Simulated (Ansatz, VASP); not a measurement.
**One calculation of Si, two programs**

Contents of INCAR:

```
PREC = Accurate
ENCUT = 520
EDIFF = 1E-7
ISMEAR = 0
SIGMA = 0.15
LREAL = False
LASPH = True
NELM = 100
ALGO = Normal
ISIF = 2
LWAVE = False
LCHARG = False
NBANDS = 26
```

File KPOINTS:

```
regular mesh
0
Gamma
  6 6 6
```

File POSCAR:

```
Si
1.0
    5.0766278721      2.6256074519      1.8083068679
   -4.7646695602      2.3139242452      1.4774322473
   -0.1139464190     -5.0772300052      1.8421347382
Si
8
Direct
    0.0306052496      0.7415289994      0.5471804511
    0.9545632370      0.2628383534      0.4680082042
    0.7090229231      0.7006179894      0.7019635776
    0.2893963958      0.4846611958      0.9972648665
    0.4697098873      0.9744422223      0.2727185951
    0.7324411214      0.5381275036      0.0255601827
    0.2853548799      0.2756206194      0.2725563552
    0.5289063059      0.0221631166      0.7147477675
```

Input for Ansatz:

```yaml
crystal:
  lattice:
    - [5.0766278721, 2.6256074519, 1.8083068679]
    - [-4.7646695602, 2.3139242452, 1.4774322473]
    - [-0.113946419, -5.0772300052, 1.8421347382]
  atoms:
    - { symbol: Si, position: [0.0306052496, 0.7415289994, 0.5471804511] }
    - { symbol: Si, position: [0.954563237, 0.2628383534, 0.4680082042] }
    - { symbol: Si, position: [0.7090229231, 0.7006179894, 0.7019635776] }
    - { symbol: Si, position: [0.2893963958, 0.4846611958, 0.9972648665] }
    - { symbol: Si, position: [0.4697098873, 0.9744422223, 0.2727185951] }
    - { symbol: Si, position: [0.7324411214, 0.5381275036, 0.0255601827] }
    - { symbol: Si, position: [0.2853548799, 0.2756206194, 0.2725563552] }
    - { symbol: Si, position: [0.5289063059, 0.0221631166, 0.7147477675] }
basis:
  ecutwfc: 420
kpoints:
  mp_grid: { grid: [6, 6, 6] }
hamiltonian:
  xc: lda
scf:
  occupations: { method: gaussian, width: 0.15 }
output:
  forces: true
  stress: true
  eigenvalues: true
```

Change from the starting cell: all atoms moved at random, sigma 0.05 Å a component, cell strained at random, sigma 0.06.

Alike in both runs: task single point; functional LDA; k mesh 6 × 6 × 6; occupations gaussian, width 0.15 eV; no spin polarisation.

|  | VASP | Ansatz |
| --- | --- | --- |
| version | VASP 6.6.1 | Ansatz 0.2.0 |
| potentials or method | VASP PAW LDA potentials, release 64 (Si), cutoff 520 eV | scalar-relativistic, plane waves, PAW |
| valence electrons in the cell | 32 | 32 |

|  | VASP | Ansatz | Ansatz less VASP |
| --- | --- | --- | --- |
| gap on the k mesh at the Fermi level (eV) | none | none | - |
| pressure (GPa) | 14.7 | 14.6 | -0.09 |
| traceless stress, the component that is largest in VASP (GPa) | -11.65 | -11.62 | +0.030 |
| rms of the force components (eV/Å) | 1.399 | 1.395 | -0.0037 |

LDA's correlation is that of Perdew and Zunger in VASP and of Perdew and Wang (1992) in Ansatz. Atom by atom the forces differ by 0.005 eV/Å (rms over components). A gap of «none» marks a metal or a gap that the smearing closes.
